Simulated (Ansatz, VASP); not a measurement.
## Bi: VASP beside Ansatz

```
Bi
1.0
     4.58439    0.00000    0.00000
    -2.29220    3.97020    0.00000
     0.00000    0.00000   11.82900
Bi
2
Direct
  0.33333 0.66667 0.25000
  0.66667 0.33333 0.75000
```

Change from the starting cell: equal xx and yy strain of +1 %.

Alike in both runs: task single point; functional PBE; k mesh 9 × 9 × 3; occupations fermi-dirac, width 0.03 eV; no spin polarisation.

|  | VASP | Ansatz |
| --- | --- | --- |
| version | VASP 6.6.1 | Ansatz 0.2.0 |
| potentials or method | VASP PAW PBE potentials, release 64 (Bi_d), cutoff 520 eV | all-electron LAPW, scalar-relativistic |

|  | VASP | Ansatz | Ansatz less VASP |
| --- | --- | --- | --- |
| pressure (GPa) | -3.2 | -3.1 | +0.02 |
| traceless stress, the component that is largest in VASP (GPa) | 2.82 | 2.82 | +0.001 |

Ansatz ran all-electron here, and VASP with PAW potentials.

Spin-orbit coupling is off throughout.
